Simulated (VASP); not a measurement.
# BaRe2Te6 (P4/mmm) in VASP: single point with PBE

Aim: the single point of BaRe2Te6 with PBE.

Everything below comes from runs of VASP 6.6.1. Logs are shortened: lines on timing, memory, paths and dates and some standing lists are left out, and cuts for length are marked.

### 1 The cell of the first run

Symmetry: P4/mmm, No. 123, tetragonal system. The conventional cell has a = 5.686 Å, b = 5.686 Å, c = 11.372 Å, α = 90.00°, β = 90.00°, γ = 90.00°. Within 5.3 Å of Ba (site symmetry 4/mmm) lie 12 Te at 4.02 Å and 8 Re at 4.92 Å. Re (site symmetry 4mm) has 6 Te at 2.84 Å within 3.7 Å. Te (site symmetry 2mm) has 2 Re at 2.84 Å within 3.7 Å. Within 3.7 Å of Te (site symmetry 4/mmm) lie 2 Re at 2.84 Å. Within 3.7 Å of Te (site symmetry 4/mmm) lie 2 Re at 2.84 Å.

### 2 Single point, PBE (atoms taken out)

Input file INCAR:

```
PREC = Accurate ; ENCUT = 520
EDIFF = 1E-6 ; ISMEAR = 0
SIGMA = 0.1 ; LREAL = F
LASPH = T ; NELM = 80
ALGO = Normal ; ISIF = 2
LWAVE = F ; LCHARG = F
GGA = PE ; NBANDS = 40
```

Input file KPOINTS:

```
regular mesh
0
Gamma
  4 4 2
```

Input file POSCAR:

```
BaRe2Te6
1.0
    5.6859299600      0.0000000000      0.0000000000
    0.0000000000      5.6859299600      0.0000000000
    0.0000000000      0.0000000000     11.3718599200
Ba Re Te
1 2 6
Direct
    0.5000000000      0.5000000000      0.0000000000
    0.0000000000      0.0000000000      0.7500000000
    0.0000000000      0.0000000000      0.2500000000
    0.5000000000      0.0000000000      0.7500000000
    0.5000000000      0.0000000000      0.2500000000
    0.0000000000      0.5000000000      0.7500000000
    0.0000000000      0.5000000000      0.2500000000
    0.0000000000      0.0000000000      0.0000000000
    0.0000000000      0.0000000000      0.5000000000
```

Potentials or basis: VASP PAW PBE potentials, release 64 (Ba_sv, Re, Te).

On the command line:

```bash
$ cat potpaw_PBE.64/Ba_sv/POTCAR potpaw_PBE.64/Re/POTCAR potpaw_PBE.64/Te/POTCAR > POTCAR
$ mpirun -np 1 vasp_std > vasp.out
```

OUTCAR:

```text
PREC = Accurate
   ENCUT = 520
   EDIFF = 1E-6
   ISMEAR = 0
   LREAL = F
   LASPH = T
   NELM = 80
   ISIF = 2
   GGA = PE

 ion  position               nearest neighbor table
   1  0.500  0.500  0.000-   4 4.02   5 4.02   6 4.02   7 4.02   8 4.02   4 4.02   5 4.02   8 4.02
                             6 4.02   7 4.02   8 4.02   8 4.02
   2  0.000  0.000  0.750-   4 2.84   6 2.84   8 2.84   9 2.84   6 2.84   4 2.84
   3  0.000  0.000  0.250-   5 2.84   7 2.84   8 2.84   9 2.84   7 2.84   5 2.84
   4  0.500  0.000  0.750-   2 2.84   2 2.84   1 4.02   1 4.02
   5  0.500  0.000  0.250-   3 2.84   3 2.84   1 4.02   1 4.02
   6  0.000  0.500  0.750-   2 2.84   2 2.84   1 4.02   1 4.02
   7  0.000  0.500  0.250-   3 2.84   3 2.84   1 4.02   1 4.02
   8  0.000  0.000  0.000-   2 2.84   3 2.84   1 4.02   1 4.02   1 4.02   1 4.02
   9  0.000  0.000  0.500-   2 2.84   3 2.84

  LATTYP: Found a simple tetragonal cell.
 ALAT       =     5.6859299600
 C/A-ratio  =     2.0000000000

  Lattice vectors:

 A1 = (   5.6859299600,   0.0000000000,   0.0000000000)
 A2 = (   0.0000000000,   5.6859299600,   0.0000000000)
 A3 = (   0.0000000000,   0.0000000000,  11.3718599200)

Analysis of symmetry for initial positions (statically):
=====================================================================
 Subroutine PRICEL returns:
 Original cell was already a primitive cell.

 Routine SETGRP: Setting up the symmetry group for a
 simple tetragonal supercell.

 Subroutine GETGRP returns: Found 16 space group operations
 (whereof 16 operations were pure point group operations)
 out of a pool of 16 trial point group operations.

The static configuration has the point symmetry D_4h.

Analysis of symmetry for dynamics (positions and initial velocities):
=====================================================================
 Subroutine PRICEL returns:
 Original cell was already a primitive cell.

 Routine SETGRP: Setting up the symmetry group for a
 simple tetragonal supercell.

 Subroutine GETGRP returns: Found 16 space group operations
 (whereof 16 operations were pure point group operations)
 out of a pool of 16 trial point group operations.

The dynamic configuration has the point symmetry D_4h.

 Subroutine INISYM returns: Found 16 space group operations
 (whereof 16 operations are pure point group operations),
 and found     1 'primitive' translations

----------------------------------------------------------------------------------------

                                     Primitive cell

  volume of cell :     367.6500

  direct lattice vectors                    reciprocal lattice vectors
     5.685929960  0.000000000  0.000000000     0.175872726  0.000000000  0.000000000
     0.000000000  5.685929960  0.000000000     0.000000000  0.175872726  0.000000000
     0.000000000  0.000000000 11.371859920     0.000000000  0.000000000  0.087936363

  length of vectors
     5.685929960  5.685929960 11.371859920     0.175872726  0.175872726  0.087936363

  position of ions in fractional coordinates (direct lattice)
     0.500000000  0.500000000  0.000000000
     0.000000000  0.000000000  0.750000000
     0.000000000  0.000000000  0.250000000
     0.500000000  0.000000000  0.750000000
     0.500000000  0.000000000  0.250000000
     0.000000000  0.500000000  0.750000000
     0.000000000  0.500000000  0.250000000
     0.000000000  0.000000000  0.000000000
     0.000000000  0.000000000  0.500000000

  ion indices of the primitive-cell ions
   primitive index   ion index
                 1           1
                 2           2
                 3           3
                 4           4
                 5           5
                 6           6
                 7           7
                 8           8
                 9           9

----------------------------------------------------------------------------------------

 KPOINTS: regular mesh

Automatic generation of k-mesh.
 Grid dimensions read from file:
 generate k-points for:    4    4    2

 Generating k-lattice:

  Cartesian coordinates                     Fractional coordinates (reciprocal lattice)
     0.043968181  0.000000000  0.000000000     0.250000000  0.000000000  0.000000000
     0.000000000  0.043968181  0.000000000     0.000000000  0.250000000  0.000000000
     0.000000000  0.000000000  0.043968181     0.000000000  0.000000000  0.500000000

  Length of vectors
     0.043968181  0.043968181  0.043968181

  Shift w.r.t. Gamma in fractional coordinates (k-lattice)
     0.000000000  0.000000000  0.000000000

 Subroutine IBZKPT returns following result:
 ===========================================

 Found     12 irreducible k-points:

 Following reciprocal coordinates:
            Coordinates               Weight
  0.000000  0.000000  0.000000      1.000000
  0.250000  0.000000  0.000000      4.000000
  0.500000  0.000000  0.000000      2.000000
  0.250000  0.250000  0.000000      4.000000
  0.500000  0.250000  0.000000      4.000000
  0.500000  0.500000  0.000000      1.000000
  0.000000  0.000000  0.500000      1.000000
  0.250000  0.000000  0.500000      4.000000
  0.500000  0.000000  0.500000      2.000000
  0.250000  0.250000  0.500000      4.000000
  0.500000  0.250000  0.500000      4.000000
  0.500000  0.500000  0.500000      1.000000
   k-points           NKPTS =     12   k-points in BZ     NKDIM =     12   number of bands    NBANDS=     40
   number of dos      NEDOS =    301   number of ions     NIONS =      9
   total plane-waves  NPLWV = 158760
   dimension x,y,z NGX =    42 NGY =   42 NGZ =   90
   dimension x,y,z NGXF=    84 NGYF=   84 NGZF=  180
   ions per type =               1   2   6
   NGX,Y,Z   is equivalent  to a cutoff of  12.28, 12.28, 13.16 a.u.
   NGXF,Y,Z  is equivalent  to a cutoff of  24.56, 24.56, 26.31 a.u.
 SYSTEM =  unknown system
   PREC   = accura    normal or accurate (medium, high low for compatibility)
   ISTART =      0    job   : 0-new  1-cont  2-samecut
   ICHARG =      2    charge: 1-file 2-atom 10-const
   ISPIN  =      1    spin polarized calculation?
   LNONCOLLINEAR =      F non collinear calculations
   LSORBIT =      F    spin-orbit coupling
   LASPH  =      T    aspherical Exc in radial PAW
   ENCUT  =  520.0 eV  38.22 Ry    6.18 a.u.  10.57 10.57 21.14*2*pi/ulx,y,z
   NELM   =     80;   NELMIN=  2; NELMDL= -5     # of ELM steps
   EDIFF  = 0.1E-05   stopping-criterion for ELM
   LREAL  =      F    real-space projection
   EDIFFG = 0.1E-04   stopping-criterion for IOM
   NSW    =      0    number of steps for IOM
   IBRION =     -1    ionic relax: 0-MD 1-quasi-New 2-CG
   NFREE  =      0    steps in history (QN), initial steepest desc. (CG)
   ISIF   =      2    stress and relaxation
   ISYM   =      2    0-nonsym 1-usesym 2-fastsym
   POTIM  = 0.5000    time-step for ionic-motion
   TEBEG  =    0.0;   TEEND  =   0.0 temperature during run
   PSTRESS=    0.0 pullay stress
   NELECT =      60.0000    total number of electrons
   NUPDOWN=      -1.0000    fix difference up-down
   EMIN   =  10.00;   EMAX   =-10.00  energy-range for DOS
   EFERMI =   0.00;   METHOD = LEGACY
   ISMEAR =     0;   SIGMA  =   0.10  broadening in eV -4-tet -1-fermi 0-gaus
   EFERMI_NEDOS =   21; number of points for ismear=-14 and -15
   IALGO  =     38    algorithm
   IMIX   =      4    mixing-type and parameters
     AMIX     =   0.40;   BMIX     =  1.00
     AMIX_MAG =   1.60;   BMIX_MAG =  1.00
  volume/ion in A,a.u.               =      40.85       275.67
  Fermi-wavevector in a.u.,A,eV,Ry     =   0.894637  1.690620 10.889779  0.800376
  Thomas-Fermi vector in A             =   2.016868
   LORBIT       =      0    0 simple, 1 ext, 2 COOP (PROOUT), +10 PAW based schemes
   GGA     = PE    functional components
   LHFCALC =     F    Hartree Fock is set to
   AEXX    =    0.0000 exact exchange contribution
   IVDW    =     0    specifies the selected vdW correction
   LEPSILON=     F    determine dielectric tensor
   LRPA    =     F    only Hartree local field effects (RPA)
 non-spin polarized calculation
 Gauss-broadening in eV      SIGMA  =   0.10
  energy-cutoff  :      520.00
  volume of cell :      367.65
 maximum number of plane-waves:      9926
   NGX = 21   NGY = 21   NGZ = 43

 number of electron      60.0000004 magnetization

 Free energy of the ion-electron system (eV)
  ---------------------------------------------------
  ext. energy  EPLUGINS =         0.00000000
  ---------------------------------------------------
  free energy    TOTEN  =       -41.65436622 eV

  energy without entropy =      -41.54495933  energy(sigma->0) =      -41.59966277

 E-fermi :   2.8419     XC(G=0):  -8.1019

 val. band max:        2.8327761287   @ k =   0.2500   0.0000   0.5000
 cond. band min:       2.8776800889   @ k =   0.5000   0.2500   0.5000
 fundamental gap:      0.0449039602
 Fermi energy:         2.8419319751

 k-point     1 :       0.0000    0.0000    0.0000
  band No.  band energies     occupation
      1     -25.6922      2.00000
      2     -10.8309      2.00000
      3     -10.7945      2.00000
      4     -10.7945      2.00000
      5      -8.6611      2.00000
      6      -8.2563      2.00000
[... 32 lines left out ...]
     39       3.5058      0.00000
     40       5.3269      0.00000

 k-point     2 :       0.2500    0.0000    0.0000
  band No.  band energies     occupation
      1     -25.6920      2.00000
      2     -10.8235      2.00000
      3     -10.8205      2.00000
      4     -10.7925      2.00000
      5      -8.4921      2.00000
      6      -8.1065      2.00000
[... 419 lines left out ...]
     39       6.3320      0.00000
     40       6.3878      0.00000

 k-point    12 :       0.5000    0.5000    0.5000
  band No.  band energies     occupation
      1     -25.6913      2.00000
      2     -10.8244      2.00000
      3     -10.8244      2.00000
      4     -10.8053      2.00000
      5      -7.7809      2.00000
      6      -7.7338      2.00000
[... 32 lines left out ...]
     39       6.5411      0.00000
     40       6.6240      0.00000

------------------------ aborting loop because EDIFF is reached ----------------------------------------

  FORCE on cell =-STRESS in cart. coord.  units (eV):
  Direction    XX          YY          ZZ          XY          YZ          ZX
  --------------------------------------------------------------------------------------
  -------------------------------------------------------------------------------------
  Total      -13.6712731    -13.6712731    -13.3228424      0.0000000     -0.0000000      0.0000000
  in kB      -59.5778778    -59.5778778    -58.0594556      0.0000000     -0.0000000      0.0000000
  external PRESSURE =     -59.0717371 kB  Pullay stress =       0.0000000 kB

 VOLUME and BASIS-vectors are now :
 -----------------------------------------------------------------------------
  energy-cutoff  :      520.00
  volume of cell :      367.65
      direct lattice vectors                 reciprocal lattice vectors
     5.685929960  0.000000000  0.000000000     0.175872726  0.000000000  0.000000000
     0.000000000  5.685929960  0.000000000     0.000000000  0.175872726  0.000000000
     0.000000000  0.000000000 11.371859920     0.000000000  0.000000000  0.087936363

 POSITION                                       TOTAL-FORCE (eV/Angst)
 -----------------------------------------------------------------------------------
      2.84296      2.84296      0.00000         0.000000      0.000000      0.000000
      0.00000      0.00000      8.52889        -0.000000      0.000000     -1.229847
      0.00000      0.00000      2.84296         0.000000      0.000000      1.229847
      2.84296      0.00000      8.52889         0.000000      0.000000      0.328554
      2.84296      0.00000      2.84296         0.000000      0.000000     -0.328554
      0.00000      2.84296      8.52889        -0.000000     -0.000000      0.328554
      0.00000      2.84296      2.84296         0.000000     -0.000000     -0.328554
      0.00000      0.00000      0.00000         0.000000      0.000000      0.000000
      0.00000      0.00000      5.68593         0.000000      0.000000      0.000000
 -----------------------------------------------------------------------------------
    total drift:                               -0.000000     -0.000000     -0.000000

  FREE ENERGIE OF THE ION-ELECTRON SYSTEM (eV)
  ---------------------------------------------------
  free  energy   TOTEN  =       -41.6543662193 eV

  energy  without entropy=      -41.5449593264  energy(sigma->0) =      -41.59966277
```

Run time: 9.4 min. Hardware: 1 thread of AMD EPYC 7R13, shared host; peak memory 0.48 GiB.

What came out:

```
Free energy            : -41.6544 eV
Pressure               : -5.9 GPa
Largest force          : 1.230 eV/Å
Band gap on the k mesh : zero (bands 30 and 31 overlap by 0.62 eV)
```

Forces in eV/Å, atoms in the order of the input:
```
Ba   0.000  0.000  0.000
Re   0.000  0.000 -1.230
Re   0.000  0.000  1.230
Te   0.000  0.000  0.329
Te   0.000  0.000 -0.329
Te   0.000  0.000  0.329
Te   0.000  0.000 -0.329
Te   0.000  0.000  0.000
Te   0.000  0.000  0.000
```

Caveat: the cell differs from its parent crystal (atoms taken out); the cell stands under tension; spin-orbit coupling is left out, which moves the levels of the heavy elements; forces of over 1 eV/Å act on the atoms, so gaps and moduli don't describe the material at rest.
